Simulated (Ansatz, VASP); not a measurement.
One calculation of HfO2, two programs

```
Hf O
1.0
     0.00000    2.45970    2.45970
     2.45970    0.00000    2.45970
     2.45970    2.45970    0.00000
Hf O
1 2
Cartesian
  0.0000 0.0000 0.0000
  1.2299 1.2299 1.2299
  3.6896 3.6896 3.6896
```

Alike in both runs: task single point; functional PBEsol; k mesh 8 × 8 × 8; occupations gaussian, width 0.05 eV; no spin polarisation.

|  | VASP | Ansatz |
| --- | --- | --- |
| version | VASP 6.6.1 | Ansatz 0.2.0 |
| potentials or method | VASP PAW PBE potentials, release 64 (Hf_pv, O), cutoff 520 eV | scalar-relativistic, plane waves, PAW |
| valence electrons in the cell | 22 | 38 |

Ansatz gave:

```
gap on the k mesh at the Fermi level (eV) : 3.86
least direct gap on the mesh (eV)         : 3.86
pressure (GPa)                            : 23.2
```

**Question.** Estimate VASP's values.

**Answer.** gap on the k mesh at the Fermi level (eV): 3.90; least direct gap on the mesh (eV): 3.90; pressure (GPa): 18.9.

VASP's potentials were made for PBE, not for PBEsol. VASP's potentials hold 22 valence electrons a cell and Ansatz's 38, so a difference there can come from the potentials and not from the codes.

Spin-orbit coupling is off throughout.
